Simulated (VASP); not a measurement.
# AlNi3 (Pm-3m) in VASP: a series of runs

Runs on AlNi3. Level: PBE. Tasks: single point.

Everything below comes from runs of VASP 6.6.1. Logs are shortened: lines on timing, memory, paths and dates and some standing lists are left out, and cuts for length are marked.

## Step 1: The cell of the first run

The structure is cubic, space group Pm-3m (No. 221). Conventional cell: a = 3.523 Å, b = 3.523 Å, c = 3.523 Å, α = 90.00°, β = 90.00°, γ = 90.00°. Ni (site symmetry 4/mmm) has 8 Ni at 2.49 Å and 4 Al at 2.49 Å within 3.3 Å. Al (site symmetry m-3m) has 12 Ni at 2.49 Å within 3.3 Å.

## Step 2: Single point, PBE, collinear spin, ferromagnetic start

INCAR reads:

```
SYSTEM = AlNi3
PREC = Accurate ; ENCUT = 520
EDIFF = 1E-6 ; ISMEAR = -1
SIGMA = 0.05 ; LREAL = .False.
LASPH = .True. ; NELM = 150
ALGO = Normal ; ISIF = 2
LWAVE = .False. ; LCHARG = .True.
ISPIN = 2 ; MAGMOM = 0.733333 0.733333 0.733333 0
LORBIT = 11 ; NUPDOWN = 2.2
LMAXMIX = 4 ; GGA = PE
LELF = .True. ; LVHAR = .True.
NBANDS = 28
```

KPOINTS reads:

```
Automatic mesh
0
Gamma
  6 6 6
  0 0 0
```

POSCAR reads:

```
AlNi3
1.0
    3.5230547267      0.0000000000      0.0000000000
    0.0000000000      3.5230547267      0.0000000000
    0.0000000000      0.0000000000      3.5230547267
Ni Al
3 1
Direct
    0.5000000000      0.5000000000      0.0000000000
    0.5000000000      0.0000000000      0.5000000000
    0.0000000000      0.5000000000      0.5000000000
    0.0000000000      0.0000000000      0.0000000000
```

Potentials or basis: VASP PAW PBE potentials, release 64 (Ni, Al).

Launch:

```
$ cat potpaw_PBE.64/Ni/POTCAR potpaw_PBE.64/Al/POTCAR > POTCAR
$ mpirun -np 1 vasp_std > vasp.out
```

OUTCAR:

```text
SYSTEM = AlNi3
   PREC = Accurate
   ENCUT = 520
   EDIFF = 1E-6
   ISMEAR = -1
   LREAL = .False.
   LASPH = .True.
   NELM = 150
   ISIF = 2
   ISPIN = 2
   LORBIT = 11
   NUPDOWN = 2.2
   GGA = PE

 ion  position               nearest neighbor table
   1  0.500  0.500  0.000-   2 2.49   3 2.49   4 2.49   2 2.49   3 2.49   2 2.49   4 2.49   2 2.49
                             3 2.49   4 2.49   3 2.49   4 2.49
   2  0.500  0.000  0.500-   1 2.49   3 2.49   4 2.49   1 2.49   4 2.49   1 2.49   3 2.49   1 2.49
                             3 2.49   4 2.49   4 2.49   3 2.49
   3  0.000  0.500  0.500-   1 2.49   2 2.49   4 2.49   1 2.49   4 2.49   2 2.49   4 2.49   4 2.49
                             1 2.49   2 2.49   1 2.49   2 2.49
   4  0.000  0.000  0.000-   1 2.49   2 2.49   3 2.49   2 2.49   3 2.49   1 2.49   3 2.49   3 2.49
                             1 2.49   2 2.49   2 2.49   1 2.49

  LATTYP: Found a simple cubic cell.
 ALAT       =     3.5230547267

  Lattice vectors:

 A1 = (   3.5230547267,   0.0000000000,   0.0000000000)
 A2 = (   0.0000000000,   3.5230547267,   0.0000000000)
 A3 = (   0.0000000000,   0.0000000000,   3.5230547267)

Analysis of symmetry for initial positions (statically):
=====================================================================
 Subroutine PRICEL returns:
 Original cell was already a primitive cell.

 Routine SETGRP: Setting up the symmetry group for a
 simple cubic supercell.

 Subroutine GETGRP returns: Found 48 space group operations
 (whereof 48 operations were pure point group operations)
 out of a pool of 48 trial point group operations.

The static configuration has the point symmetry O_h .

Analysis of symmetry for dynamics (positions and initial velocities):
=====================================================================
 Subroutine PRICEL returns:
 Original cell was already a primitive cell.

 Routine SETGRP: Setting up the symmetry group for a
 simple cubic supercell.

 Subroutine GETGRP returns: Found 48 space group operations
 (whereof 48 operations were pure point group operations)
 out of a pool of 48 trial point group operations.

The dynamic configuration has the point symmetry O_h .

Analysis of structural, dynamic, and magnetic symmetry:
=====================================================================
 Subroutine PRICEL returns:
 Original cell was already a primitive cell.

 Routine SETGRP: Setting up the symmetry group for a
 simple cubic supercell.

 Subroutine GETGRP returns: Found 48 space group operations
 (whereof 48 operations were pure point group operations)
 out of a pool of 48 trial point group operations.

The overall configuration has the point symmetry O_h .

 Subroutine INISYM returns: Found 48 space group operations
 (whereof 48 operations are pure point group operations),
 and found     1 'primitive' translations

----------------------------------------------------------------------------------------

                                     Primitive cell

  volume of cell :      43.7279

  direct lattice vectors                    reciprocal lattice vectors
     3.523054727  0.000000000  0.000000000     0.283844583  0.000000000  0.000000000
     0.000000000  3.523054727  0.000000000     0.000000000  0.283844583  0.000000000
     0.000000000  0.000000000  3.523054727     0.000000000  0.000000000  0.283844583

  length of vectors
     3.523054727  3.523054727  3.523054727     0.283844583  0.283844583  0.283844583

  position of ions in fractional coordinates (direct lattice)
     0.500000000  0.500000000  0.000000000
     0.500000000  0.000000000  0.500000000
     0.000000000  0.500000000  0.500000000
     0.000000000  0.000000000  0.000000000

  ion indices of the primitive-cell ions
   primitive index   ion index
                 1           1
                 2           2
                 3           3
                 4           4

----------------------------------------------------------------------------------------

 KPOINTS: Automatic mesh

Automatic generation of k-mesh.
 Grid dimensions read from file:
 generate k-points for:    6    6    6

 Generating k-lattice:

  Cartesian coordinates                     Fractional coordinates (reciprocal lattice)
     0.047307431  0.000000000  0.000000000     0.166666667  0.000000000  0.000000000
     0.000000000  0.047307431  0.000000000     0.000000000  0.166666667  0.000000000
     0.000000000  0.000000000  0.047307431     0.000000000  0.000000000  0.166666667

  Length of vectors
     0.047307431  0.047307431  0.047307431

  Shift w.r.t. Gamma in fractional coordinates (k-lattice)
     0.000000000  0.000000000  0.000000000

 Subroutine IBZKPT returns following result:
 ===========================================

 Found     20 irreducible k-points:

 Following reciprocal coordinates:
            Coordinates               Weight
  0.000000  0.000000  0.000000      1.000000
  0.166667  0.000000  0.000000      6.000000
  0.333333  0.000000  0.000000      6.000000
  0.500000  0.000000  0.000000      3.000000
  0.166667  0.166667  0.000000     12.000000
  0.333333  0.166667  0.000000     24.000000
[... 12 lines left out ...]
  0.500000  0.500000  0.333333      6.000000
  0.500000  0.500000  0.500000      1.000000
   k-points           NKPTS =     20   k-points in BZ     NKDIM =     20   number of bands    NBANDS=     28
   number of dos      NEDOS =    301   number of ions     NIONS =      4
   total plane-waves  NPLWV =  21952
   dimension x,y,z NGX =    28 NGY =   28 NGZ =   28
   dimension x,y,z NGXF=    56 NGYF=   56 NGZF=   56
   ions per type =               3   1
   NGX,Y,Z   is equivalent  to a cutoff of  13.21, 13.21, 13.21 a.u.
   NGXF,Y,Z  is equivalent  to a cutoff of  26.43, 26.43, 26.43 a.u.
 SYSTEM =  AlNi3
   PREC   = accura    normal or accurate (medium, high low for compatibility)
   ISTART =      0    job   : 0-new  1-cont  2-samecut
   ICHARG =      2    charge: 1-file 2-atom 10-const
   ISPIN  =      2    spin polarized calculation?
   LNONCOLLINEAR =      F non collinear calculations
   LSORBIT =      F    spin-orbit coupling
   LASPH  =      T    aspherical Exc in radial PAW
   ENCUT  =  520.0 eV  38.22 Ry    6.18 a.u.   6.55  6.55  6.55*2*pi/ulx,y,z
   NELM   =    150;   NELMIN=  2; NELMDL= -5     # of ELM steps
   EDIFF  = 0.1E-05   stopping-criterion for ELM
   LREAL  =      F    real-space projection
   EDIFFG = 0.1E-04   stopping-criterion for IOM
   NSW    =      0    number of steps for IOM
   IBRION =     -1    ionic relax: 0-MD 1-quasi-New 2-CG
   NFREE  =      0    steps in history (QN), initial steepest desc. (CG)
   ISIF   =      2    stress and relaxation
   ISYM   =      2    0-nonsym 1-usesym 2-fastsym
   POTIM  = 0.5000    time-step for ionic-motion
   TEBEG  =    0.0;   TEEND  =   0.0 temperature during run
   PSTRESS=    0.0 pullay stress
   NELECT =      33.0000    total number of electrons
   NUPDOWN=       2.2000    fix difference up-down
   EMIN   =  10.00;   EMAX   =-10.00  energy-range for DOS
   EFERMI =   0.00;   METHOD = LEGACY
   ISMEAR =    -1;   SIGMA  =   0.05  broadening in eV -4-tet -1-fermi 0-gaus
   EFERMI_NEDOS =   21; number of points for ismear=-14 and -15
   IALGO  =     38    algorithm
   IMIX   =      4    mixing-type and parameters
     AMIX     =   0.40;   BMIX     =  1.00
     AMIX_MAG =   1.60;   BMIX_MAG =  1.00
  volume/ion in A,a.u.               =      10.93        73.77
  Fermi-wavevector in a.u.,A,eV,Ry     =   1.490482  2.816603 30.225843  2.221537
  Thomas-Fermi vector in A             =   2.603258
   LORBIT       =     11    0 simple, 1 ext, 2 COOP (PROOUT), +10 PAW based schemes
   GGA     = PE    functional components
   LHFCALC =     F    Hartree Fock is set to
   AEXX    =    0.0000 exact exchange contribution
   IVDW    =     0    specifies the selected vdW correction
   LEPSILON=     F    determine dielectric tensor
   LRPA    =     F    only Hartree local field effects (RPA)
 spin polarized calculation
  energy-cutoff  :      520.00
  volume of cell :       43.73
 maximum number of plane-waves:      1208
 NGX is ok and might be reduce to    28
   NGX = 13   NGY = 13   NGZ = 13

 number of electron      32.9999980 magnetization       2.1999999

 Free energy of the ion-electron system (eV)
  ---------------------------------------------------
  ext. energy  EPLUGINS =         0.00000000
  ---------------------------------------------------
  free energy    TOTEN  =       -21.35651549 eV

  energy without entropy =      -21.33197638  energy(sigma->0) =      -21.34424594

 E-fermi :   9.7063     XC(G=0): -12.8638

 val. band max:       10.7419266793   @ k =   0.0000   0.0000   0.0000
 cond. band min:       9.7371867234   @ k =   0.3333   0.1667   0.0000
 fundamental gap:     -1.0047399559
 Fermi energy:        11.0032050827

 spin component 1

 k-point     1 :       0.0000    0.0000    0.0000
  band No.  band energies     occupation
      1      -0.3013      1.00000
      2       5.2119      1.00000
      3       5.8735      1.00000
      4       5.8735      1.00000
      5       6.1875      1.00000
      6       6.1875      1.00000
[... 609 lines left out ...]
     27      30.1904      0.00000
     28      30.1904      0.00000
 Fermi energy:         9.7063286169

 spin component 2

 k-point     1 :       0.0000    0.0000    0.0000
  band No.  band energies     occupation
      1      -0.1678      1.00000
      2       5.5575      1.00000
      3       6.3889      1.00000
      4       6.3889      1.00000
      5       6.8628      1.00000
      6       6.8628      1.00000
[... 609 lines left out ...]
     27      30.3157      0.00000
     28      30.3157      0.00000

------------------------ aborting loop because EDIFF is reached ----------------------------------------

  FORCE on cell =-STRESS in cart. coord.  units (eV):
  Direction    XX          YY          ZZ          XY          YZ          ZX
  --------------------------------------------------------------------------------------
  -------------------------------------------------------------------------------------
  Total        2.9522251      2.9522251      2.9522251      0.0000000      0.0000000     -0.0000000
  in kB      108.1687667    108.1687667    108.1687667      0.0000000      0.0000000     -0.0000000
  external PRESSURE =     108.1687667 kB  Pullay stress =       0.0000000 kB

 VOLUME and BASIS-vectors are now :
 -----------------------------------------------------------------------------
  energy-cutoff  :      520.00
  volume of cell :       43.73
      direct lattice vectors                 reciprocal lattice vectors
     3.523054727  0.000000000  0.000000000     0.283844583  0.000000000  0.000000000
     0.000000000  3.523054727  0.000000000     0.000000000  0.283844583  0.000000000
     0.000000000  0.000000000  3.523054727     0.000000000  0.000000000  0.283844583

 POSITION                                       TOTAL-FORCE (eV/Angst)
 -----------------------------------------------------------------------------------
      1.76153      1.76153      0.00000         0.000000      0.000000      0.000000
      1.76153      0.00000      1.76153         0.000000      0.000000      0.000000
      0.00000      1.76153      1.76153         0.000000      0.000000      0.000000
      0.00000      0.00000      0.00000         0.000000      0.000000      0.000000
 -----------------------------------------------------------------------------------
    total drift:                                0.000000      0.000000      0.000000

  FREE ENERGIE OF THE ION-ELECTRON SYSTEM (eV)
  ---------------------------------------------------
  free  energy   TOTEN  =       -21.3565154905 eV

  energy  without entropy=      -21.3319763815  energy(sigma->0) =      -21.34424594

 total charge

# of ion       s       p       d       tot
------------------------------------------
    1        0.512   0.563   8.357   9.432
    2        0.512   0.563   8.357   9.432
    3        0.512   0.563   8.357   9.432
    4        0.408   0.423   0.000   0.831
--------------------------------------------------
tot          1.945   2.113  25.070  29.127

 magnetization (x)

# of ion       s       p       d       tot
------------------------------------------
    1        0.006   0.033   0.652   0.691
    2        0.006   0.033   0.652   0.691
    3        0.006   0.033   0.652   0.691
    4        0.012   0.023   0.000   0.035
--------------------------------------------------
tot          0.031   0.123   1.955   2.108
```

Run time: 23 s. Hardware: 1 thread of Intel Xeon 6975P-C (Granite Rapids), shared host; peak memory 0.19 GiB.

Results:

| Item | Value |
| --- | --- |
| Free energy | -21.3565 eV |
| Pressure | 10.8 GPa |
| Net moment | 2.20 μB per cell |
| Site moments | Ni +0.69; Al +0.04 μB |
| Valence electrons inside the program's atomic spheres | Ni 9.43; Al 0.83 |

Caveat: the total moment is fixed, so each spin has its own Fermi level.

## Step 3: Single point, PBE, collinear spin, ferromagnetic start

INCAR reads:

```
SYSTEM = AlNi3
  PREC = Accurate
  ENCUT = 520
  EDIFF = 1E-7
  ISMEAR = -1
  SIGMA = 0.05
  LREAL = .FALSE.
  LASPH = .TRUE.
  NELM = 150
  ALGO = Normal
  ISIF = 2
  LWAVE = .FALSE.
  LCHARG = .TRUE.
  ISPIN = 2
  MAGMOM = 1 1 1 0
  LORBIT = 11
  NUPDOWN = 3.0
  LMAXMIX = 4
  GGA = PE
  LELF = .TRUE.
  LVHAR = .TRUE.
  NBANDS = 28
```

KPOINTS reads:

```
regular mesh
0
G
  6 6 6
  0 0 0
```

POSCAR is that of step 2.

Potentials or basis: VASP PAW PBE potentials, release 64 (Ni, Al).

Launch:

```
$ cat potpaw_PBE.64/Ni/POTCAR potpaw_PBE.64/Al/POTCAR > POTCAR
$ mpirun -np 1 vasp_std > vasp.out
```

Wall time 26 s (1 thread of Intel Xeon 6975P-C (Granite Rapids), shared host); peak memory 0.19 GiB.

It converged, with:

```yaml
Free_energy: -20.7538 eV
Pressure: 14.3 GPa
Net_moment: 3.00 μB per cell
Site_moments: Ni +0.92; Al +0.06 μB
Valence_electrons_inside_the_program's_atomic_spheres: Ni 9.42; Al 0.84
```

Caveat: the total moment is fixed, so each spin has its own Fermi level.

## Step 4: Single point, PBE, collinear spin, ferromagnetic start

INCAR reads:

```
PREC = Accurate
ENCUT = 520
EDIFF = 1E-6
ISMEAR = -1
SIGMA = 0.05
LREAL = F
LASPH = T
NELM = 150
ALGO = Normal
ISIF = 2
LWAVE = F
LCHARG = F
ISPIN = 2
MAGMOM = 1.26667 1.26667 1.26667 0
LORBIT = 11
NUPDOWN = 3.8
LMAXMIX = 4
GGA = PE
NBANDS = 28
```

KPOINTS reads:

```
regular mesh
0
Gamma
  6 6 6
```

POSCAR is that of step 3.

Launch:

```
$ cat potpaw_PBE.64/Ni/POTCAR potpaw_PBE.64/Al/POTCAR > POTCAR
$ mpirun -np 1 vasp_std > vasp.out
```

It took 22 s on 1 thread of Intel Xeon 6975P-C (Granite Rapids), shared host; peak memory 0.19 GiB.

It converged, with:

```yaml
Free_energy: -19.8447 eV
Pressure: 18.4 GPa
Net_moment: 3.80 μB per cell
Site_moments: Ni +1.12; Al +0.10 μB
Valence_electrons_inside_the_program's_atomic_spheres: Ni 9.40; Al 0.85
```

Caveat: the total moment is fixed, so each spin has its own Fermi level.

## Step 5: Single point, PBE, collinear spin, ferromagnetic start

INCAR reads:

```
  PREC = Accurate
  ENCUT = 520
  EDIFF = 1E-7
  ISMEAR = -1
  SIGMA = 0.05
  LREAL = F
  LASPH = T
  NELM = 150
  ALGO = Normal
  ISIF = 2
  LWAVE = F
  LCHARG = F
  ISPIN = 2
  MAGMOM = 1.5 1.5 1.5 0
  LORBIT = 11
  NUPDOWN = 4.5
  LMAXMIX = 4
  GGA = PE
  NBANDS = 28
```

KPOINTS is that of step 4.

POSCAR is that of step 4.

Launch:

```
$ cat potpaw_PBE.64/Ni/POTCAR potpaw_PBE.64/Al/POTCAR > POTCAR
$ mpirun -np 1 vasp_std > vasp.out
```

Wall time 26 s (1 thread of Intel Xeon 6975P-C (Granite Rapids), shared host); peak memory 0.18 GiB.

Results (log left out):

```
Free energy                                           : -18.7523 eV
Pressure                                              : 22.4 GPa
Net moment                                            : 4.50 μB per cell
Site moments                                          : Ni +1.30; Al +0.14 μB
Valence electrons inside the program's atomic spheres : Ni 9.39; Al 0.86
```

Caveat: the total moment is fixed, so each spin has its own Fermi level.

## Step 6: Summary

```tsv
fixed moment (μB)	pressure (GPa)	moment (μB)
2.2	10.8	2.20
3.0	14.3	3.00
3.8	18.4	3.80
4.5	22.4	4.50
```

Alike in all rows: task single point; level PBE; potentials or basis VASP PAW PBE potentials, release 64 (Ni, Al); spin collinear, ferromagnetic start; cell as given; k mesh 6 × 6 × 6; cutoff (eV) 520; smearing fermi-dirac 0.05 eV.

Caveats: the total moment is fixed, so each spin has its own Fermi level.

Absolute energies hang on the potentials; compare differences alone.
